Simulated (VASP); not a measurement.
# MgSi2N2: single point with PBE

MgSi2N2:

```
Mg Si N
1.0
    -1.83031    1.83031    4.76242
     1.83031   -1.83031    4.76242
     1.83031    1.83031   -4.76242
Mg Si N
1 2 2
Direct
  0.00000 0.00000 0.00000
  0.75000 0.25000 0.50000
  0.25000 0.75000 0.50000
  0.36254 0.36254 0.00000
  0.63746 0.63746 0.00000
```

```json
{
  "Program": "VASP 6.6.1",
  "Task": "single point",
  "Functional": "PBE",
  "Potentials or basis": "VASP PAW PBE potentials, release 64 (Mg, Si, N)",
  "Cutoff": "520 eV",
  "k mesh": "6 × 6 × 6",
  "Occupations": "gaussian, width 0.1 eV",
  "Spin": "collinear spin, ferromagnetic start",
  "Starting moments": "[0.0, 0.0, 0.0, 1.0, 1.0] μB",
  "Dipole correction": "no",
  "Further INCAR settings": "ALGO = Normal; EDIFF = 1e-06; NBANDS = 22"
}
```

| Item | Value |
| --- | --- |
| Pressure | 1.2 GPa |
| Largest force | 2.033 eV/Å |
| Band gap on the k mesh | zero (filled and empty bands overlap) |
| Net moment | 0.00 μB per cell |
| Valence electrons inside the program's atomic spheres | Mg 0.32; Si 1.52; N 3.54 |

Forces on the atoms (eV/Å):
```
Mg   0.000  0.000  0.000
Si   0.000  0.000  0.000
Si   0.000  0.000  0.000
N    0.000  0.000 -2.033
N    0.000  0.000  2.033
```

Stress tensor (GPa, compression positive):
```
1.40 0.00 0.00
0.00 1.40 0.00
0.00 0.00 0.77
```

Levels at points of the mesh, in eV from the Fermi level:
Spin up:
```csv
k point,band 6,band 7,band 8,band 9,band 10,band 11,band 12,band 13,band 14,band 15
"(0.00, 0.00, 0.00)",-4.40,-4.40,-4.22,-3.75,-2.55,-0.37,1.29,3.72,3.72,3.78
"(0.50, 0.00, 0.00)",-5.27,-4.74,-3.36,-1.72,-1.70,1.38,1.85,2.25,2.25,3.51
"(0.50, 0.50, 0.00)",-6.37,-5.59,-5.11,-1.50,0.58,1.21,2.52,3.27,3.95,4.61
"(0.50, 0.50, 0.50)",-6.17,-3.99,-3.99,-2.88,-1.88,-0.84,2.62,3.30,3.30,3.95
```
Spin down:
```csv
k point,band 8,band 9,band 10,band 11,band 12,band 13
"(0.00, 0.00, 0.00)",-4.22,-3.75,-2.55,-0.37,1.29,3.72
"(0.50, 0.00, 0.00)",-3.36,-1.72,-1.70,1.38,1.85,2.25
"(0.50, 0.50, 0.00)",-5.11,-1.50,0.58,1.21,2.52,3.27
"(0.50, 0.50, 0.50)",-3.99,-2.88,-1.88,-0.84,2.62,3.30
```

Run time: 2.9 min on 1 thread of Intel(R) Xeon(R) Platinum 8259CL CPU @ 2.50GHz (Skylake/Cascade Lake), on a shared host, peak memory 0.31 GiB.

Caveat: the k points lie up to 0.40 Å⁻¹ apart; forces of over 1 eV/Å act on the atoms, so gaps and moduli don't describe the material at rest.
